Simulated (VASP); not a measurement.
Write the native input for VASP 6.6.1 that does the following.

```yaml
Task: single point
Functional: PBE
Potentials_or_basis: VASP PAW PBE potentials, release 64 (As)
Cutoff: 520 eV
k_mesh: 8 × 8 × 10
Occupations: fermi-dirac, width 0.1 eV
Spin: no spin polarisation
Dipole_correction: no
Further_INCAR_settings: ALGO = Normal; EDIFF = 1e-06; NBANDS = 14
```

The structure of As lies in POSCAR:

```
As
1.0
    4.2751640562      0.0000000000      0.0000000000
   -2.1375820281      3.7024006780      0.0000000000
    0.0000000000      0.0000000000      2.4854948962
As
3
Direct
    0.0000000000      0.0000000000      0.0000000000
    0.3333333333      0.6666666667      0.5000000000
    0.6666666667      0.3333333333      0.5000000000
```

This cell differs from its parent crystal: volume scaled by 0.68.

The input as run:

INCAR

```
SYSTEM = As
ALGO = Normal
EDIFF = 1E-6
ENCUT = 520
GGA = PE
ISIF = 2
ISMEAR = -1
LASPH = .True.
LCHARG = .False.
LREAL = .False.
LWAVE = .False.
NBANDS = 14
NELM = 80
PREC = Accurate
SIGMA = 0.1
```

KPOINTS

```
k-points
0
Gamma
  8 8 10
  0 0 0
```

Potentials or basis: VASP PAW PBE potentials, release 64 (As).

The run is started by

```console
$ cat potpaw_PBE.64/As/POTCAR > POTCAR
$ mpirun -np 1 vasp_std > vasp.out
```

Results of the run:

```
Pressure : 71.5 GPa
```

Wall time 17 s on 1 thread of Intel(R) Xeon(R) Platinum 8259CL CPU @ 2.50GHz (Skylake/Cascade Lake), on a shared host, peak memory 0.15 GiB.
